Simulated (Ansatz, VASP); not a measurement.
Ti: VASP beside Ansatz

Contents of POSCAR:

```
Ti
1.0
   -1.5446001272      1.5446001272      1.6258948707
    1.5446001272     -1.5446001272      1.6258948707
    1.5446001272      1.5446001272     -1.6258948707
Ti
1
Direct
    0.0000000000      0.0000000000      0.0000000000
```

The input INCAR.step1:

```
PREC     = Accurate       # precision mode
ENCUT    = 520            # plane-wave cutoff, eV
ISMEAR   = 0              # smearing method
SIGMA    = 0.15           # smearing width, eV
LREAL    = F              # projectors in reciprocal space
LASPH    = T              # aspherical terms in the spheres
NELM     = 60             # most SCF steps
NBANDS   = 12             # bands
GGA      = PE             # functional
ALGO     = Normal         # electronic algorithm
EDIFF    = 1E-4           # SCF threshold, eV
LWAVE    = T              # write WAVECAR
LCHARG   = F              # write CHGCAR
```

File INCAR.step2:

```
PREC     = Accurate       # precision mode
ENCUT    = 520            # plane-wave cutoff, eV
EDIFF    = 1E-7           # SCF threshold, eV
ISMEAR   = 0              # smearing method
SIGMA    = 0.15           # smearing width, eV
LREAL    = F              # projectors in reciprocal space
LASPH    = T              # aspherical terms in the spheres
NELM     = 60             # most SCF steps
ALGO     = Normal         # electronic algorithm
ISIF     = 2              # what is computed and relaxed
LWAVE    = F              # write WAVECAR
LCHARG   = F              # write CHGCAR
METAGGA  = R2SCAN         # meta-GGA
LMIXTAU  = T            
NBANDS   = 12             # bands
ISTART   = 1
```

The input KPOINTS:

```
Automatic mesh
0
Gamma
  26 26 26
```

Input for Ansatz:

```yaml
crystal:
  lattice:
    - [-1.5446001272, 1.5446001272, 1.6258948707]
    - [1.5446001272, -1.5446001272, 1.6258948707]
    - [1.5446001272, 1.5446001272, -1.6258948707]
  atoms:
    - { symbol: Ti, position: [0.0, 0.0, 0.0] }
basis:
  ecutwfc: 500
kpoints:
  mp_grid: { grid: [26, 26, 26] }
hamiltonian:
  xc: r2scan
scf:
  occupations: { method: gaussian, width: 0.15 }
output:
  forces: true
  stress: true
  eigenvalues: true
```

Change from the starting cell: strain -0.050 along x and y, +0.000 along z, atoms carried along.

Alike in both runs: task single point; functional r2SCAN; k mesh 26 × 26 × 26; occupations gaussian, width 0.15 eV; no spin polarisation.

|  | VASP | Ansatz |
| --- | --- | --- |
| version | VASP 6.6.1 | Ansatz 0.2.0 |
| potentials or method | VASP PAW PBE potentials, release 64 (Ti_sv), cutoff 520 eV | scalar-relativistic, plane waves, PAW |
| valence electrons in the cell | 12 | 12 |

|  | VASP | Ansatz | Ansatz less VASP |
| --- | --- | --- | --- |
| gap on the k mesh at the Fermi level (eV) | none | none | - |
| pressure (GPa) | 14.2 | 13.7 | -0.57 |
| traceless stress, the component that is largest in VASP (GPa) | 0.80 | 0.79 | -0.015 |

VASP's potentials were made for PBE, not for r2SCAN. A gap of «none» marks a metal or a gap that the smearing closes.
